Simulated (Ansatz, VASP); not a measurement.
## One calculation of Hg, two programs

```xyz
1
Lattice="-1.5303 1.5303 1.5303 1.5303 -1.5303 1.5303 1.5303 1.5303 -1.5303" Properties=species:S:1:pos:R:3 pbc="T T T"
Hg    0.0000    0.0000    0.0000
```

Change from the starting cell: volume scaled by 0.6, LAPW.

Alike in both runs: task single point; functional PBEsol; k mesh 15 × 15 × 15; occupations fermi-dirac, width 0.08 eV; no spin polarisation.

```csv
,VASP,Ansatz
version,VASP 6.6.1,Ansatz 0.2.0
potentials or method,"VASP PAW PBE potentials, release 64 (Hg), cutoff 520 eV","all-electron LAPW, scalar-relativistic"
```

Ansatz gave:

- pressure (GPa): 104.1

Task: What did VASP give for the same quantities?

Result: Pressure (GPa): 109.6.

VASP's potentials were made for PBE, not for PBEsol. Both programs put the cell under a high pressure, so it lies far from rest at this level. Ansatz ran all-electron here, and VASP with PAW potentials.

Neither program's run includes spin-orbit coupling. Noted on VASP's run: the cell as given lies far from equilibrium.
